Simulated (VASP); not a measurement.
A run of VASP 6.6.1:

Contents of INCAR:

```
  PREC = Accurate
  ENCUT = 520
  EDIFF = 1E-7
  ISMEAR = 0
  SIGMA = 0.05
  LREAL = F
  LASPH = T
  NELM = 100
  ALGO = Normal
  ISIF = 2
  LWAVE = F
  LCHARG = F
  GGA = PS
  NBANDS = 27
```

The input KPOINTS:

```
Automatic mesh
0
Gamma
  10 10 6
```

File POSCAR:

```
SbMo
1.0
    4.3378912105      0.0000000000      0.0000000000
   -2.1689456052      3.7567239871      0.0000000000
    0.0000000000      0.0000000000      5.2185378307
Mo Sb
2 2
Direct
    0.0000000000      0.0000000000      0.0000000000
    0.0000000000      0.0000000000      0.5000000000
    0.3333333333      0.6666666667      0.2500000000
    0.6666666667      0.3333333333      0.7500000000
```

Potentials or basis: VASP PAW PBE potentials, release 64 (Mo_sv, Sb).

Command:

```console
$ cat potpaw_PBE.64/Mo_sv/POTCAR potpaw_PBE.64/Sb/POTCAR > POTCAR
$ mpirun -np 1 vasp_std > vasp.out
```

Hardware: 1 thread of Intel Xeon 8259CL, with other jobs on the host.

**Question.** Estimate the wall time of this run.

**Answer.** Run time: 2.4 min on 1 thread of Intel Xeon 8259CL, with other jobs on the host, peak memory 0.26 GiB. Counts: scf iterations 15, k points 56.
